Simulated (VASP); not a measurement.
# Mg in VASP: single point with PBEsol

Aim: the single point of Mg with PBEsol.

All numbers are computed with VASP 6.6.1; they aren't measurements. Logs are shortened: lines on timing, memory, paths and dates and some standing lists are left out, and cuts for length are marked.

### 1 The cell of the first run

The cell holds a sublattice, 14 atoms: a = 6.423 Å, b = 6.423 Å, c = 10.341 Å, α = 90.00°, β = 90.00°, γ = 120.00°.

### 2 Single point, PBEsol

The input, INCAR:

```
ALGO = Normal ; EDIFF = 1E-6
ENCUT = 520 ; GGA = PS
GGA_COMPAT = False ; ISIF = 2
ISMEAR = 0 ; LASPH = True
LCHARG = True ; LELF = True
LREAL = False ; LVHAR = True
LWAVE = False ; NBANDS = 27
NELM = 120 ; PREC = Accurate
SIGMA = 0.1
```

The input, KPOINTS:

```
k-points
0
Gamma
  6 6 4
```

The input, POSCAR:

```
Mg
1.0
    6.4230678126      0.0000000000      0.0000000000
   -3.2115339063      5.5625398959      0.0000000000
    0.0000000000      0.0000000000     10.3412234400
Mg
14
Direct
    0.0080624400      0.5040312200      0.0000000000
    0.9992414400      0.4996207200      0.5000000000
    0.4959687800      0.9919375600      0.0000000000
    0.5003792800      0.0007585600      0.5000000000
    0.4959687800      0.5040312200      0.0000000000
    0.5003792800      0.4996207200      0.5000000000
    0.1659745400      0.8340254600      0.2613089200
    0.1659745400      0.8340254600      0.7386910800
    0.1659745400      0.3319490800      0.2613089200
    0.1659745400      0.3319490800      0.7386910800
    0.6680509200      0.8340254600      0.2613089200
    0.6680509200      0.8340254600      0.7386910800
    0.6666666700      0.3333333300      0.2457916200
    0.6666666700      0.3333333300      0.7542083800
```

Potentials or basis: VASP PAW PBE potentials, release 64 (Mg).

The run is started by

```console
$ cat potpaw_PBE.64/Mg/POTCAR > POTCAR
$ mpirun -np 1 vasp_std > vasp.out
```

OUTCAR:

```text
EDIFF = 1E-6
   ENCUT = 520
   GGA = PS
   ISIF = 2
   ISMEAR = 0
   LASPH = True
   LREAL = False
   NELM = 120
   PREC = Accurate

 ion  position               nearest neighbor table
   1  0.008  0.504  0.000-   3 3.13   5 3.13  13 3.17  14 3.17   7 3.27   8 3.27   9 3.27  10 3.27
                             3 3.29   5 3.29
   2  0.999  0.500  0.500-   7 3.09   8 3.09   9 3.09  10 3.09   4 3.20   6 3.20  13 3.21  14 3.21
                             4 3.22   6 3.22
   3  0.496  0.992  0.000-   1 3.13   5 3.13  13 3.17  14 3.17  11 3.27  12 3.27   7 3.27   8 3.27
                             1 3.29   5 3.29
   4  0.500  0.001  0.500-   7 3.09   8 3.09  11 3.09  12 3.09   2 3.20   6 3.20  13 3.21  14 3.21
                             6 3.22   2 3.22
   5  0.496  0.504  0.000-   3 3.13   1 3.13  13 3.17  14 3.17  11 3.27  12 3.27   9 3.27  10 3.27
                             3 3.29   1 3.29
   6  0.500  0.500  0.500-  11 3.09  12 3.09   9 3.09  10 3.09   4 3.20   2 3.20  13 3.21  14 3.21
                             4 3.22   2 3.22
   7  0.166  0.834  0.261-   2 3.09   4 3.09   9 3.20  11 3.20  13 3.22  13 3.22   9 3.22  11 3.22
                             1 3.27   3 3.27
   8  0.166  0.834  0.739-   2 3.09   4 3.09  10 3.20  12 3.20  14 3.22  14 3.22  10 3.22  12 3.22
                             1 3.27   3 3.27
   9  0.166  0.332  0.261-   6 3.09   2 3.09   7 3.20  11 3.20  13 3.22  13 3.22   7 3.22  11 3.22
                             1 3.27   5 3.27
  10  0.166  0.332  0.739-   6 3.09   2 3.09   8 3.20  12 3.20  14 3.22  14 3.22   8 3.22  12 3.22
                             1 3.27   5 3.27
  11  0.668  0.834  0.261-   6 3.09   4 3.09   9 3.20   7 3.20  13 3.22  13 3.22   9 3.22   7 3.22
                             5 3.27   3 3.27
  12  0.668  0.834  0.739-   6 3.09   4 3.09  10 3.20   8 3.20  14 3.22  14 3.22  10 3.22   8 3.22
                             5 3.27   3 3.27
  13  0.667  0.333  0.246-   3 3.17   1 3.17   5 3.17   4 3.21   2 3.21   6 3.21  11 3.22   9 3.22
                             7 3.22   7 3.22  11 3.22   9 3.22
  14  0.667  0.333  0.754-   3 3.17   1 3.17   5 3.17   4 3.21   2 3.21   6 3.21  12 3.22  10 3.22
                             8 3.22   8 3.22  12 3.22  10 3.22

  LATTYP: Found a hexagonal cell.
 ALAT       =     6.4230678126
 C/A-ratio  =     1.6100131186

  Lattice vectors:

 A1 = (   6.4230678126,   0.0000000000,   0.0000000000)
 A2 = (  -3.2115339063,   5.5625398959,   0.0000000000)
 A3 = (   0.0000000000,   0.0000000000,  10.3412234400)

Analysis of symmetry for initial positions (statically):
=====================================================================
 Subroutine PRICEL returns:
 Original cell was already a primitive cell.

 Routine SETGRP: Setting up the symmetry group for a
 hexagonal supercell.
[... 159 lines left out ...]
     AMIX_MAG =   1.60;   BMIX_MAG =  1.00
  volume/ion in A,a.u.               =      26.39       178.10
  Fermi-wavevector in a.u.,A,eV,Ry     =   0.692785  1.309173  6.530126  0.479951
  Thomas-Fermi vector in A             =   1.774815
   LORBIT       =      0    0 simple, 1 ext, 2 COOP (PROOUT), +10 PAW based schemes
   GGA     = PS    functional components
   LHFCALC =     F    Hartree Fock is set to
   AEXX    =    0.0000 exact exchange contribution
   IVDW    =     0    specifies the selected vdW correction
   LEPSILON=     F    determine dielectric tensor
   LRPA    =     F    only Hartree local field effects (RPA)
 non-spin polarized calculation
 Gauss-broadening in eV      SIGMA  =   0.10
  energy-cutoff  :      520.00
  volume of cell :      369.48
 maximum number of plane-waves:      9966
 NGX is ok and might be reduce to    48
   NGX = 23   NGY = 23   NGZ = 39

 number of electron      28.0000000 magnetization

 Free energy of the ion-electron system (eV)
  ---------------------------------------------------
  ext. energy  EPLUGINS =         0.00000000
  ---------------------------------------------------
  free energy    TOTEN  =       -22.10842194 eV

  energy without entropy =      -22.09047156  energy(sigma->0) =      -22.09944675

 E-fermi :   1.8505     XC(G=0):  -8.0400

 val. band max:        1.8428149595   @ k =   0.3333   0.3333   0.0000
 cond. band min:       1.8695553466   @ k =   0.3333   0.3333   0.0000
 fundamental gap:      0.0267403872
 Fermi energy:         1.8504533124

 k-point     1 :       0.0000    0.0000    0.0000
  band No.  band energies     occupation
      1      -4.6267      2.00000
      2      -3.4458      2.00000
      3      -2.9719      2.00000
      4      -0.3118      2.00000
      5      -0.1936      2.00000
      6      -0.1936      2.00000
[... 598 lines left out ...]
     25       5.0761      0.00000
     26       5.1761      0.00000
 [bands above 26 left out]

------------------------ aborting loop because EDIFF is reached ----------------------------------------

  FORCE on cell =-STRESS in cart. coord.  units (eV):
  Direction    XX          YY          ZZ          XY          YZ          ZX
  --------------------------------------------------------------------------------------
  -------------------------------------------------------------------------------------
  Total       -4.5552009     -4.5552009     -2.1655607      0.0000000     -0.0000000      0.0000000
  in kB      -19.7528859    -19.7528859     -9.3906008      0.0000000     -0.0000000      0.0000000
  external PRESSURE =     -16.2987909 kB  Pullay stress =       0.0000000 kB

 VOLUME and BASIS-vectors are now :
 -----------------------------------------------------------------------------
  energy-cutoff  :      520.00
  volume of cell :      369.48
      direct lattice vectors                 reciprocal lattice vectors
     6.423067813  0.000000000  0.000000000     0.155688844  0.089886996  0.000000000
    -3.211533906  5.562539896  0.000000000     0.000000000  0.179773992  0.000000000
     0.000000000  0.000000000 10.341223440     0.000000000  0.000000000  0.096700357

 POSITION                                       TOTAL-FORCE (eV/Angst)
 -----------------------------------------------------------------------------------
     -1.56693      2.80369      0.00000        -0.099368     -0.057370      0.000000
      4.81365      2.77916      5.17061        -0.085198     -0.049189      0.000000
      0.00000      5.51769      0.00000         0.000000      0.114740      0.000000
      3.21153      0.00422      5.17061         0.000000      0.098379      0.000000
      1.56693      2.80369      0.00000         0.099368     -0.057370      0.000000
      1.60942      2.77916      5.17061         0.085198     -0.049189      0.000000
     -1.61244      4.63930      2.70225        -0.097296      0.056174     -0.226595
     -1.61244      4.63930      7.63897        -0.097296      0.056174      0.226595
      0.00000      1.84648      2.70225         0.000000     -0.112348     -0.226595
      0.00000      1.84648      7.63897         0.000000     -0.112348      0.226595
      1.61244      4.63930      2.70225         0.097296      0.056174     -0.226595
      1.61244      4.63930      7.63897         0.097296      0.056174      0.226595
      3.21153      1.85418      2.54179         0.000000     -0.000000      0.076373
      3.21153      1.85418      7.79944         0.000000     -0.000000     -0.076373
 -----------------------------------------------------------------------------------
    total drift:                                0.000000     -0.000000      0.000000

  FREE ENERGIE OF THE ION-ELECTRON SYSTEM (eV)
  ---------------------------------------------------
  free  energy   TOTEN  =       -22.1084219429 eV

  energy  without entropy=      -22.0904715583  energy(sigma->0) =      -22.09944675
```

stdout:

```text
POSCAR found type information on POSCAR Mg
 POSCAR found :  1 types and      14 ions
 scaLAPACK will be used
 -----------------------------------------------------------------------------
|                                                                             |
|                                                                             |
|     You enforced a specific xc type in the INCAR file but a different       |
|     I HOPE YOU KNOW WHAT YOU ARE DOING!                                     |
|                                                                             |
 -----------------------------------------------------------------------------

 LDA part: xc-table for (Slater+PW92), standard interpolation
 POSCAR, INCAR and KPOINTS ok, starting setup
 FFT: planning ... GRIDC
 FFT: planning ... GRID_SOFT
 FFT: planning ... GRID
 WAVECAR not read
 entering main loop
```

It took 7 min on 1 thread of Intel Xeon 8259CL, shared host; peak memory 0.51 GiB.

What came out:

```yaml
Free_energy: -22.1084 eV
Pressure: -1.6 GPa
Largest_force: 0.253 eV/Å
Band_gap_on_the_k_mesh: zero (bands 14 and 15 overlap by 0.91 eV)
```

Forces on the atoms (eV/Å):
```
Mg  -0.099 -0.057  0.000
Mg  -0.085 -0.049  0.000
Mg   0.000  0.115  0.000
Mg   0.000  0.098  0.000
Mg   0.099 -0.057  0.000
Mg   0.085 -0.049  0.000
Mg  -0.097  0.056 -0.227
Mg  -0.097  0.056  0.227
Mg   0.000 -0.112 -0.227
Mg   0.000 -0.112  0.227
Mg   0.097  0.056 -0.227
Mg   0.097  0.056  0.227
Mg   0.000  0.000  0.076
Mg   0.000  0.000 -0.076
```

Stress tensor (GPa, compression positive):
```
-1.98  0.00  0.00
 0.00 -1.98  0.00
 0.00  0.00 -0.94
```

Caveat: the PAW data sets were made with another functional, which shifts forces and pressure a little.
